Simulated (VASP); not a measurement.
Set up this calculation in VASP 6.6.1, as the native input.

```
Task                   : electric field gradients
Functional             : PBE
Potentials or basis    : VASP PAW PBE potentials, release 64 (Sr_sv)
Cutoff                 : 520 eV
k mesh                 : 11 × 11 × 6
Occupations            : fermi-dirac, width 0.08 eV
Spin                   : no spin polarisation
Dipole correction      : no
Further INCAR settings : ALGO = Normal; EDIFF = 1e-08; NBANDS = 17
```

The structure of Sr lies in POSCAR:

```
Sr
1.0
    4.2119169548      0.0000000000      0.0000000000
   -2.1059584774      3.6476270815      0.0000000000
    0.0000000000      0.0000000000      6.9040938991
Sr
2
Direct
    0.3333333333      0.6666666667      0.2500000000
    0.6666666667      0.3333333333      0.7500000000
```

This cell differs from its parent crystal: volume scaled by 0.96.

One way to write it, as run:

INCAR

```
  ALGO = Normal
  EDIFF = 1E-8
  ENCUT = 520
  GGA = PE
  ISIF = 2
  ISMEAR = -1
  LASPH = True
  LCHARG = False
  LEFG = True
  LREAL = False
  LWAVE = False
  NBANDS = 17
  NELM = 80
  PREC = Accurate
  SIGMA = 0.08
```

KPOINTS

```
k-points
0
Gamma
  11 11 6
```

Potentials or basis: VASP PAW PBE potentials, release 64 (Sr_sv).

Launch:

```bash
$ cat potpaw_PBE.64/Sr_sv/POTCAR > POTCAR
$ mpirun -np 1 vasp_std > vasp.out
```

Results of the run:

| Property | Result |
| --- | --- |
| Pressure | 0.5 GPa |
| Band gap on the k mesh | zero (band 10 reaches 1.82 eV, above the bottom of band 11 at 1.72 eV) |

Caveat: without QUAD_EFG the Cq values of the log hold for a quadrupole moment of 1 mb, not for the nuclei.

Wall time 39 s on 1 thread of Intel(R) Xeon(R) 6975P-C (Granite Rapids) (shared host), peak memory 0.27 GiB.
